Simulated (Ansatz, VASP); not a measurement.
Two plane-wave programs on BP

Contents of INCAR:

```
SYSTEM = BP
ALGO = Normal ; EDIFF = 1E-6
ENCUT = 520 ; GGA = PE
ISIF = 2 ; ISMEAR = 0
LASPH = .TRUE. ; LCHARG = .TRUE.
LELF = .TRUE. ; LREAL = .FALSE.
LVHAR = .TRUE. ; LWAVE = .FALSE.
NBANDS = 11 ; NELM = 60
PREC = Accurate ; SIGMA = 0.02
```

Contents of KPOINTS:

```
k-points
0
G
  10 10 10
  0 0 0
```

Contents of POSCAR:

```
BP
1.0
    0.0000000000      2.3187544630      2.3187544630
    2.3187544630      0.0000000000      2.3187544630
    2.3187544630      2.3187544630      0.0000000000
B P
1 1
Direct
    0.0000000000      0.0000000000      0.0000000000
    0.2500000000      0.2500000000      0.2500000000
```

Input for Ansatz:

```yaml
crystal:
  lattice:
    - [0.0, 2.318754463, 2.318754463]
    - [2.318754463, 0.0, 2.318754463]
    - [2.318754463, 2.318754463, 0.0]
  atoms:
    - { symbol: B, position: [0.0, 0.0, 0.0] }
    - { symbol: P, position: [0.25, 0.25, 0.25] }
basis:
  ecutwfc: 420
kpoints:
  mp_grid: { grid: [10, 10, 10] }
hamiltonian:
  xc: pbe
scf:
  occupations: { method: gaussian, width: 0.02 }
output:
  forces: true
  stress: true
  eigenvalues: true
```

Alike in both runs: task single point; functional PBE; k mesh 10 × 10 × 10; occupations gaussian, width 0.02 eV; no spin polarisation.

```csv
,VASP,Ansatz
version,VASP 6.6.1,Ansatz 0.2.0
potentials or method,"VASP PAW PBE potentials, release 64 (B, P), cutoff 520 eV","scalar-relativistic, plane waves, PAW"
valence electrons in the cell,8,8
```

Ansatz gave:

| Item | Value |
| --- | --- |
| gap on the k mesh at the Fermi level (eV) | 1.33 |
| least direct gap on the mesh (eV) | 3.32 |
| pressure (GPa) | -8.4 |

Task: What did VASP give for the same quantities?

Result: gap on the k mesh at the Fermi level (eV): 1.33; least direct gap on the mesh (eV): 3.31; pressure (GPa): -8.6.

With one functional, cell and mesh, what is left measures potentials, basis and numerics.
